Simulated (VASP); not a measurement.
Wanted: the native input for a VASP 6.6.1 run.

```
Task                   : single point
Functional             : RPBE
Potentials or basis    : VASP PAW PBE potentials, release 64 (Ag)
Cutoff                 : 520 eV
k mesh                 : 13 × 13 × 13
Occupations            : fermi-dirac, width 0.1 eV
Spin                   : no spin polarisation
Dipole correction      : no
Further INCAR settings : ALGO = Normal; EDIFF = 1e-06; NBANDS = 12
```

The structure of Ag lies in POSCAR:

```
Ag
1.0
    2.8003011589      0.0000000000      0.0000000000
    0.0000000000      2.8003011589      0.0000000000
    0.0000000000      0.0000000000      2.8003011589
Ag
1
Direct
    0.0000000000      0.0000000000      0.0000000000
```

The input as run:

INCAR

```
SYSTEM = Ag
ALGO = Normal
EDIFF = 1E-6
ENCUT = 520
GGA = RP
ISIF = 2
ISMEAR = -1
LASPH = .True.
LCHARG = .True.
LELF = .True.
LREAL = .False.
LVHAR = .True.
LWAVE = .False.
NBANDS = 12
NELM = 100
PREC = Accurate
SIGMA = 0.1
```

KPOINTS

```
k-points
0
Gamma
  13 13 13
  0 0 0
```

Potentials or basis: VASP PAW PBE potentials, release 64 (Ag).

The run is started by

```sh
$ cat potpaw_PBE.64/Ag/POTCAR > POTCAR
$ mpirun -np 1 vasp_std > vasp.out
```

Results of the run:

```json
{
  "Pressure": "-0.1 GPa"
}
```

Caveat: the PAW data sets were made with another functional, which shifts forces and pressure a little.

It took 22 s on 1 thread of Intel Xeon 8259CL, with other jobs on the host, peak memory 0.15 GiB.
